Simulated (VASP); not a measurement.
# NaCl (Fm-3m) in VASP: single point with PBE

Aim: the single point of NaCl with PBE.

Program: VASP 6.6.1. These are calculated values, not measurements. Logs are shortened: lines on timing, memory, paths and dates and some standing lists are left out, and cuts for length are marked.

## 1. The cell of the first run

It takes space group Fm-3m (No. 225, cubic). The conventional cell has a = 5.728 Å, b = 5.728 Å, c = 5.728 Å, α = 90.00°, β = 90.00°, γ = 90.00°. Na (site symmetry m-3m) has 6 Cl at 2.86 Å within 3.8 Å. Within 3.8 Å of Cl (site symmetry m-3m) lie 6 Na at 2.86 Å.

## 2. Single point, PBE

The input, INCAR:

```
SYSTEM = NaCl
PREC     = Accurate       ! precision mode
ENCUT    = 520            ! plane-wave cutoff, eV
EDIFF    = 1E-7           ! SCF threshold, eV
ISMEAR   = -1             ! smearing method
SIGMA    = 0.1            ! smearing width, eV
LREAL    = .False.        ! projectors in reciprocal space
LASPH    = .True.         ! aspherical terms in the spheres
NELM     = 60             ! most SCF steps
ALGO     = Normal         ! electronic algorithm
ISIF     = 2              ! what is computed and relaxed
LWAVE    = .False.        ! write WAVECAR
LCHARG   = .False.        ! write CHGCAR
GGA      = PE             ! functional
NBANDS   = 14             ! bands
```

The input, KPOINTS:

```
regular mesh
0
Gamma
  8 8 8
  0 0 0
```

The input, POSCAR:

```
NaCl
1.0
    0.0000000000      2.8637593200      2.8637593200
    2.8637593200      0.0000000000      2.8637593200
    2.8637593200      2.8637593200      0.0000000000
Na Cl
1 1
Direct
    0.0000000000      0.0000000000      0.0000000000
    0.5000000000      0.5000000000      0.5000000000
```

Potentials or basis: VASP PAW PBE potentials, release 64 (Na_pv, Cl).

Command:

```sh
$ cat potpaw_PBE.64/Na_pv/POTCAR potpaw_PBE.64/Cl/POTCAR > POTCAR
$ mpirun -np 1 vasp_std > vasp.out
```

OUTCAR:

```text
SYSTEM = NaCl
   PREC = Accurate
   ENCUT = 520
   EDIFF = 1E-7
   ISMEAR = -1
   LREAL = .False.
   LASPH = .True.
   NELM = 60
   ISIF = 2
   GGA = PE

 ion  position               nearest neighbor table
   1  0.000  0.000  0.000-
   2  0.500  0.500  0.500-

  LATTYP: Found a face centered cubic cell.
 ALAT       =     5.7275186400

  Lattice vectors:

 A1 = (   0.0000000000,   2.8637593200,   2.8637593200)
 A2 = (   2.8637593200,   0.0000000000,   2.8637593200)
 A3 = (   2.8637593200,   2.8637593200,   0.0000000000)

Analysis of symmetry for initial positions (statically):
=====================================================================
 Subroutine PRICEL returns:
 Original cell was already a primitive cell.

 Routine SETGRP: Setting up the symmetry group for a
 face centered cubic supercell.

 Subroutine GETGRP returns: Found 48 space group operations
 (whereof 48 operations were pure point group operations)
 out of a pool of 48 trial point group operations.

The static configuration has the point symmetry O_h .

Analysis of symmetry for dynamics (positions and initial velocities):
=====================================================================
 Subroutine PRICEL returns:
 Original cell was already a primitive cell.

 Routine SETGRP: Setting up the symmetry group for a
 face centered cubic supercell.

 Subroutine GETGRP returns: Found 48 space group operations
 (whereof 48 operations were pure point group operations)
 out of a pool of 48 trial point group operations.

The dynamic configuration has the point symmetry O_h .

 Subroutine INISYM returns: Found 48 space group operations
 (whereof 48 operations are pure point group operations),
 and found     1 'primitive' translations

----------------------------------------------------------------------------------------

                                     Primitive cell

  volume of cell :      46.9721

  direct lattice vectors                    reciprocal lattice vectors
     0.000000000  2.863759320  2.863759320    -0.174595678  0.174595678  0.174595678
     2.863759320  0.000000000  2.863759320     0.174595678 -0.174595678  0.174595678
     2.863759320  2.863759320  0.000000000     0.174595678  0.174595678 -0.174595678

  length of vectors
     4.049967270  4.049967270  4.049967270     0.302408585  0.302408585  0.302408585

  position of ions in fractional coordinates (direct lattice)
     0.000000000  0.000000000  0.000000000
     0.500000000  0.500000000  0.500000000

  ion indices of the primitive-cell ions
   primitive index   ion index
                 1           1
                 2           2

----------------------------------------------------------------------------------------

 KPOINTS: regular mesh

Automatic generation of k-mesh.
 Grid dimensions read from file:
 generate k-points for:    8    8    8

 Generating k-lattice:

  Cartesian coordinates                     Fractional coordinates (reciprocal lattice)
    -0.021824460  0.021824460  0.021824460     0.125000000  0.000000000  0.000000000
     0.021824460 -0.021824460  0.021824460     0.000000000  0.125000000  0.000000000
     0.021824460  0.021824460 -0.021824460     0.000000000  0.000000000  0.125000000

  Length of vectors
     0.037801073  0.037801073  0.037801073

  Shift w.r.t. Gamma in fractional coordinates (k-lattice)
     0.000000000  0.000000000  0.000000000

 Subroutine IBZKPT returns following result:
 ===========================================

 Found     29 irreducible k-points:

 Following reciprocal coordinates:
            Coordinates               Weight
  0.000000  0.000000  0.000000      1.000000
  0.125000  0.000000  0.000000      8.000000
  0.250000  0.000000  0.000000      8.000000
  0.375000  0.000000  0.000000      8.000000
  0.500000  0.000000  0.000000      4.000000
  0.125000  0.125000  0.000000      6.000000
[... 16 lines left out ...]
  0.500000  0.250000  0.125000     48.000000
 -0.375000  0.250000  0.125000     24.000000
 [... further k-points ...]
   k-points           NKPTS =     29   k-points in BZ     NKDIM =     29   number of bands    NBANDS=     14
   number of dos      NEDOS =    301   number of ions     NIONS =      2
   total plane-waves  NPLWV =  27000
   dimension x,y,z NGX =    30 NGY =   30 NGZ =   30
   dimension x,y,z NGXF=    60 NGYF=   60 NGZF=   60
   ions per type =               1   1
   NGX,Y,Z   is equivalent  to a cutoff of  12.31, 12.31, 12.31 a.u.
   NGXF,Y,Z  is equivalent  to a cutoff of  24.63, 24.63, 24.63 a.u.
 SYSTEM =  NaCl
   PREC   = accura    normal or accurate (medium, high low for compatibility)
   ISTART =      0    job   : 0-new  1-cont  2-samecut
   ICHARG =      2    charge: 1-file 2-atom 10-const
   ISPIN  =      1    spin polarized calculation?
   LNONCOLLINEAR =      F non collinear calculations
   LSORBIT =      F    spin-orbit coupling
   LASPH  =      T    aspherical Exc in radial PAW
   ENCUT  =  520.0 eV  38.22 Ry    6.18 a.u.   7.53  7.53  7.53*2*pi/ulx,y,z
   NELM   =     60;   NELMIN=  2; NELMDL= -5     # of ELM steps
   EDIFF  = 0.1E-06   stopping-criterion for ELM
   LREAL  =      F    real-space projection
   EDIFFG = 0.1E-05   stopping-criterion for IOM
   NSW    =      0    number of steps for IOM
   IBRION =     -1    ionic relax: 0-MD 1-quasi-New 2-CG
   NFREE  =      0    steps in history (QN), initial steepest desc. (CG)
   ISIF   =      2    stress and relaxation
   ISYM   =      2    0-nonsym 1-usesym 2-fastsym
   POTIM  = 0.5000    time-step for ionic-motion
   TEBEG  =    0.0;   TEEND  =   0.0 temperature during run
   PSTRESS=    0.0 pullay stress
   NELECT =      14.0000    total number of electrons
   NUPDOWN=      -1.0000    fix difference up-down
   EMIN   =  10.00;   EMAX   =-10.00  energy-range for DOS
   EFERMI =   0.00;   METHOD = LEGACY
   ISMEAR =    -1;   SIGMA  =   0.10  broadening in eV -4-tet -1-fermi 0-gaus
   EFERMI_NEDOS =   21; number of points for ismear=-14 and -15
   IALGO  =     38    algorithm
   IMIX   =      4    mixing-type and parameters
     AMIX     =   0.40;   BMIX     =  1.00
     AMIX_MAG =   1.60;   BMIX_MAG =  1.00
  volume/ion in A,a.u.               =      23.49       158.49
  Fermi-wavevector in a.u.,A,eV,Ry     =   1.093548  2.066505 16.270475  1.195846
  Thomas-Fermi vector in A             =   2.229835
   LORBIT       =      0    0 simple, 1 ext, 2 COOP (PROOUT), +10 PAW based schemes
   GGA     = PE    functional components
   LHFCALC =     F    Hartree Fock is set to
   AEXX    =    0.0000 exact exchange contribution
   IVDW    =     0    specifies the selected vdW correction
   LEPSILON=     F    determine dielectric tensor
   LRPA    =     F    only Hartree local field effects (RPA)
 non-spin polarized calculation
  energy-cutoff  :      520.00
  volume of cell :       46.97
 maximum number of plane-waves:      1283
   NGX = 15   NGY = 15   NGZ = 15

 number of electron      13.9999995 magnetization

 Free energy of the ion-electron system (eV)
  ---------------------------------------------------
  ext. energy  EPLUGINS =         0.00000000
  ---------------------------------------------------
  free energy    TOTEN  =        -6.77705914 eV

  energy without entropy =       -6.77705913  energy(sigma->0) =       -6.77705913

 E-fermi :   1.2381     XC(G=0):  -7.9705

 val. band max:       -0.9898333813   @ k =   0.0000   0.0000   0.0000
 cond. band min:       3.9449189896   @ k =   0.0000   0.0000   0.0000
 fundamental gap:      4.9347523709
 Fermi energy:         1.2380953614

 k-point     1 :       0.0000    0.0000    0.0000
  band No.  band energies     occupation
      1     -21.9015      2.00000
      2     -21.9015      2.00000
      3     -21.9015      2.00000
      4     -13.5492      2.00000
      5      -0.9898      2.00000
      6      -0.9898      2.00000
      7      -0.9898      2.00000
      8       3.9449      0.00000
      9      10.0791      0.00000
     10      10.0791      0.00000
     11      10.0791      0.00000
     12      12.1809      0.00000
     13      12.1809      0.00000
     14      13.7119      0.00000

 k-point     2 :       0.1250    0.0000    0.0000
  band No.  band energies     occupation
      1     -21.9049      2.00000
      2     -21.9017      2.00000
      3     -21.9017      2.00000
      4     -13.5082      2.00000
      5      -1.3324      2.00000
      6      -1.0267      2.00000
      7      -1.0267      2.00000
      8       4.4218      0.00000
      9       9.5312      0.00000
     10      10.2587      0.00000
     11      10.2587      0.00000
     12      11.9004      0.00000
     13      11.9004      0.00000
     14      14.5568      0.00000

 k-point     3 :       0.2500    0.0000    0.0000
  band No.  band energies     occupation
      1     -21.9132      2.00000
      2     -21.9024      2.00000
      3     -21.9024      2.00000
      4     -13.4067      2.00000
      5      -2.0095      2.00000
      6      -1.1128      2.00000
      7      -1.1128      2.00000
      8       5.3912      0.00000
      9       8.9105      0.00000
     10      10.3108      0.00000
     11      10.3108      0.00000
     12      12.1027      0.00000
     13      12.1027      0.00000
     14      14.2608      0.00000
[... 324 lines left out ...]
 k-point    23 :       0.5000    0.2500    0.1250
  band No.  band energies     occupation
      1     -21.9185      2.00000
      2     -21.9077      2.00000
      3     -21.9044      2.00000
      4     -13.2609      2.00000
      5      -2.4142      2.00000
      6      -1.6197      2.00000
      7      -1.3172      2.00000
      8       6.9907      0.00000
      9       8.4122      0.00000
     10       8.8435      0.00000
     11      10.7468      0.00000
     12      12.5415      0.00000
     13      14.7609      0.00000
     14      15.2852      0.00000

 k-point    24 :      -0.3750    0.2500    0.1250
  band No.  band energies     occupation
      1     -21.9203      2.00000
      2     -21.9081      2.00000
      3     -21.9051      2.00000
      4     -13.2276      2.00000
      5      -2.5215      2.00000
      6      -1.6910      2.00000
      7      -1.3665      2.00000
      8       7.2201      0.00000
      9       8.3380      0.00000
     10       9.0939      0.00000
     11      10.5696      0.00000
     12      13.1203      0.00000
     13      14.3200      0.00000
     14      15.3857      0.00000

 [... further k-points ...]

------------------------ aborting loop because EDIFF is reached ----------------------------------------

  FORCE on cell =-STRESS in cart. coord.  units (eV):
  Direction    XX          YY          ZZ          XY          YZ          ZX
  --------------------------------------------------------------------------------------
  -------------------------------------------------------------------------------------
  Total       -0.1201487     -0.1201487     -0.1201487      0.0000000     -0.0000000      0.0000000
  in kB       -4.0981721     -4.0981721     -4.0981721      0.0000000     -0.0000000      0.0000000
  external PRESSURE =      -4.0981721 kB  Pullay stress =       0.0000000 kB

 VOLUME and BASIS-vectors are now :
 -----------------------------------------------------------------------------
  energy-cutoff  :      520.00
  volume of cell :       46.97
      direct lattice vectors                 reciprocal lattice vectors
     0.000000000  2.863759320  2.863759320    -0.174595678  0.174595678  0.174595678
     2.863759320  0.000000000  2.863759320     0.174595678 -0.174595678  0.174595678
     2.863759320  2.863759320  0.000000000     0.174595678  0.174595678 -0.174595678

 POSITION                                       TOTAL-FORCE (eV/Angst)
 -----------------------------------------------------------------------------------
      0.00000      0.00000      0.00000        -0.000000     -0.000000      0.000000
      2.86376      2.86376      2.86376         0.000000      0.000000     -0.000000
 -----------------------------------------------------------------------------------
    total drift:                               -0.000000      0.000000      0.000000

  FREE ENERGIE OF THE ION-ELECTRON SYSTEM (eV)
  ---------------------------------------------------
  free  energy   TOTEN  =        -6.7770591350 eV

  energy  without entropy=       -6.7770591349  energy(sigma->0) =       -6.77705913
```

Run time: 32 s. Hardware: 1 thread of Intel Xeon 8259CL, shared host; peak memory 0.17 GiB.

Results:

```
Free energy            : -6.7771 eV
Pressure               : -0.4 GPa
Band gap on the k mesh : 4.93 eV
```

Levels at points of the mesh, in eV from the valence-band top:
```
           k point  band 3  band 4  band 5  band 6  band 7  band 8  band 9  band 10  band 11  band 12
(0.00, 0.00, 0.00)  -20.91  -12.56    0.00    0.00    0.00    4.93   11.07    11.07    11.07    13.17
(0.50, 0.00, 0.00)  -20.91  -12.27   -1.79   -0.24   -0.24    7.19   10.25    10.86    10.86    14.68
(0.50, 0.50, 0.00)  -20.92  -12.22   -1.54   -0.55   -0.55    7.40    8.11    11.00    14.37    14.37
```

A k mesh can miss the band edges. PBE gaps usually lie below the measured ones, often by a third to a half.
